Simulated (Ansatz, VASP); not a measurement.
# AlN: VASP beside Ansatz

The input INCAR:

```
SYSTEM = AlN
PREC     = Accurate       ! precision mode
ENCUT    = 520            ! plane-wave cutoff, eV
EDIFF    = 1E-6           ! SCF threshold, eV
ISMEAR   = 0              ! smearing method
SIGMA    = 0.05           ! smearing width, eV
LREAL    = .False.        ! projectors in reciprocal space
LASPH    = .True.         ! aspherical terms in the spheres
NELM     = 80             ! most SCF steps
ALGO     = Normal         ! electronic algorithm
ISIF     = 2              ! what is computed and relaxed
LWAVE    = .False.        ! write WAVECAR
LCHARG   = .True.         ! write CHGCAR
GGA      = PS             ! functional
LELF     = .True.         ! ELF
LVHAR    = .True.       
NBANDS   = 16             ! bands
```

File KPOINTS:

```
regular mesh
0
Gamma
  9 9 6
  0 0 0
```

POSCAR

```
AlN
1.0
    3.3807000000      0.0000000000      0.0000000000
   -1.6903500000      2.9277720826      0.0000000000
    0.0000000000      0.0000000000      4.2228000000
Al N
2 2
Direct
    0.3333333333      0.6666666667      0.7500000000
    0.6666666667      0.3333333333      0.2500000000
    0.3333333333      0.6666666667      0.2500000000
    0.6666666667      0.3333333333      0.7500000000
```

Input for Ansatz:

```yaml
crystal:
  lattice:
    - [3.3807, 0.0, 0.0]
    - [-1.69035, 2.9277720826, 0.0]
    - [0.0, 0.0, 4.2228]
  atoms:
    - { symbol: Al, position: [0.3333333333, 0.6666666667, 0.75] }
    - { symbol: Al, position: [0.6666666667, 0.3333333333, 0.25] }
    - { symbol: "N", position: [0.3333333333, 0.6666666667, 0.25] }
    - { symbol: "N", position: [0.6666666667, 0.3333333333, 0.75] }
basis:
  ecutwfc: 520.0
kpoints:
  mp_grid: { grid: [9, 9, 6] }
hamiltonian:
  xc: pbesol
  pseudopotentials: { kind: paw, azcp: { folder: soft_1 } }
scf:
  occupations: { method: gaussian, width: 0.05 }
output:
  forces: true
  stress: true
  eigenvalues: true
```

Alike in both runs: task single point; functional PBEsol; k mesh 9 × 9 × 6; occupations gaussian, width 0.05 eV; no spin polarisation.

```csv
,VASP,Ansatz
version,VASP 6.6.1,Ansatz 0.2.0
potentials or method,"VASP PAW PBE potentials, release 64 (Al, N), cutoff 520 eV","scalar-relativistic, plane waves, PAW"
valence electrons in the cell,16,16
```

|  | VASP | Ansatz | Ansatz less VASP |
| --- | --- | --- | --- |
| gap on the k mesh at the Fermi level (eV) | 2.86 | 2.85 | -0.011 |
| least direct gap on the mesh (eV) | 2.86 | 2.85 | -0.011 |
| pressure (GPa) | -12.8 | -12.8 | +0.03 |
| traceless stress, the component that is largest in VASP (GPa) | 1.74 | 1.73 | -0.005 |

VASP's potentials were made for PBE, not for PBEsol, and Ansatz warns of the same on its side. The functional is the same, so the differences come from potentials, cutoffs and numerics.
